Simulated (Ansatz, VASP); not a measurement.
**C in VASP and in Ansatz**

```
C
1.0
     1.78340   -1.78340    0.00000
     1.78340    0.00000   -1.78340
     8.61989    6.39046    6.39046
C
12
Direct
  0.55380 0.55380 0.27087
  0.95658 0.95658 0.10420
  0.15101 0.15101 0.43753
  0.34545 0.34545 0.77087
  0.74823 0.74823 0.60420
  0.94266 0.94266 0.93753
  0.50171 0.50171 0.39587
  0.90449 0.90449 0.22920
  0.09893 0.09893 0.56253
  0.29336 0.29336 0.89587
  0.69614 0.69614 0.72920
  0.30728 0.30728 0.06253
```

Alike in both runs: task single point; functional PBE; k mesh 10 × 10 × 2; occupations gaussian, width 0.05 eV; no spin polarisation.

|  | VASP | Ansatz |
| --- | --- | --- |
| version | VASP 6.6.1 | Ansatz 0.2.0 |
| potentials or method | VASP PAW PBE potentials, release 64 (C), cutoff 520 eV | scalar-relativistic, plane waves, PAW |
| valence electrons in the cell | 48 | 48 |

```csv
,VASP,Ansatz,Ansatz less VASP
gap on the k mesh at the Fermi level (eV),none,none,-
pressure (GPa),7.6,7.0,-0.67
"traceless stress, the component that is largest in VASP (GPa)",22.74,22.75,+0.013
rms of the force components (eV/Å),1.136,1.142,+0.0052
```

Atom by atom the forces differ by 0.006 eV/Å (rms over components). A gap of «none» marks a metal or a gap that the smearing closes. The functional is the same, so the differences come from potentials, cutoffs and numerics.
